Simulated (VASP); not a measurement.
Wanted: the native input for a VASP 6.6.1 run.

```
Task                   : single point
Functional             : PBEsol
Potentials or basis    : VASP PAW PBE potentials, release 64 (W_sv, O)
Cutoff                 : 520 eV
k mesh                 : 16 × 16 × 16
Occupations            : gaussian, width 0.05 eV
Spin                   : collinear spin
Starting moments       : [2.5, 0.0] μB
Hubbard terms          : W d U = 4.0 eV
Dipole correction      : no
Further INCAR settings : ALGO = Normal; EDIFF = 1e-06; NBANDS = 21
```

The structure of WO lies in POSCAR:

```
WO
1.0
    0.0000000000      2.3234686790      2.3234686790
    2.3234686790      0.0000000000      2.3234686790
    2.3234686790      2.3234686790      0.0000000000
W O
1 1
Direct
    0.0000000000      0.0000000000      0.0000000000
    0.2500000000      0.2500000000      0.2500000000
```

One way to write it, as run:

INCAR

```
PREC = Accurate
ENCUT = 520
EDIFF = 1E-6
ISMEAR = 0
SIGMA = 0.05
LREAL = False
LASPH = True
NELM = 150
ALGO = Normal
ISIF = 2
LWAVE = False
LCHARG = True
ISPIN = 2
MAGMOM = 2.5 0
LORBIT = 11
LMAXMIX = 4
LDAU = True
LDAUTYPE = 2
LDAUL = 2 -1
LDAUU = 4 0
LDAUJ = 0 0
LDAUPRINT = 1
GGA = PS
LELF = True
LVHAR = True
NBANDS = 21
```

KPOINTS

```
Automatic mesh
0
Gamma
  16 16 16
```

Potentials or basis: VASP PAW PBE potentials, release 64 (W_sv, O).

The run is started by

```console
$ cat potpaw_PBE.64/W_sv/POTCAR potpaw_PBE.64/O/POTCAR > POTCAR
$ mpirun -np 1 vasp_std > vasp.out
```

It gave:

```yaml
Pressure: 22.2 GPa
Band_gap_on_the_k_mesh: zero (filled and empty bands overlap)
Net_moment: 1.99 μB per cell
Site_moments: W +1.61; O +0.08 μB
Valence_electrons_inside_the_program's_atomic_spheres: W 11.88; O 5.13
```

Caveat: the cell stands under pressure; the PAW data sets were made with another functional, which shifts forces and pressure a little; spin-orbit coupling is left out, which moves the levels of the heavy elements.

Run time: 79 s on 1 thread of Intel(R) Xeon(R) Platinum 8488C (Sapphire Rapids), with other jobs on the host, peak memory 0.24 GiB.
